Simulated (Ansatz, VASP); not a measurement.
# ScAlN2: VASP beside Ansatz

```
Sc Al N
1.0
     1.54282    0.89075    4.98472
    -1.54282    0.89075    4.98472
     0.00000   -1.78149    4.98472
Sc Al N
1 1 2
Direct
  0.00000 0.00000 0.00000
  0.50000 0.50000 0.50000
  0.24355 0.24355 0.24355
  0.75645 0.75645 0.75645
```

Alike in both runs: task single point; functional PBE; k mesh 8 × 8 × 8; no spin polarisation.

|  | VASP | Ansatz |
| --- | --- | --- |
| version | VASP 6.6.1 | Ansatz 0.2.0 |
| potentials or method | VASP PAW PBE potentials, release 64 (Sc_sv, Al, N) | plane waves, PAW |
| plane-wave cutoff (eV) | 520 | 420 |
| occupations | gaussian, width 0.01 eV | fixed |
| valence electrons in the cell | 24 | 24 |

Ansatz gave:

| Property | Result |
| --- | --- |
| gap on the k mesh at the Fermi level (eV) | 0.84 |
| pressure (GPa) | -6.1 |
| traceless stress, the component that is largest in VASP (GPa) | 0.00 |
| rms of the force components (eV/Å) | 0.021 |

Question: Estimate VASP's values.

Answer: gap on the k mesh at the Fermi level (eV): 0.82; pressure (GPa): -5.6; traceless stress, the component that is largest in VASP (GPa): 0.06; rms of the force components (eV/Å): 0.006.

Atom by atom the forces differ by 0.027 eV/Å (rms over components).
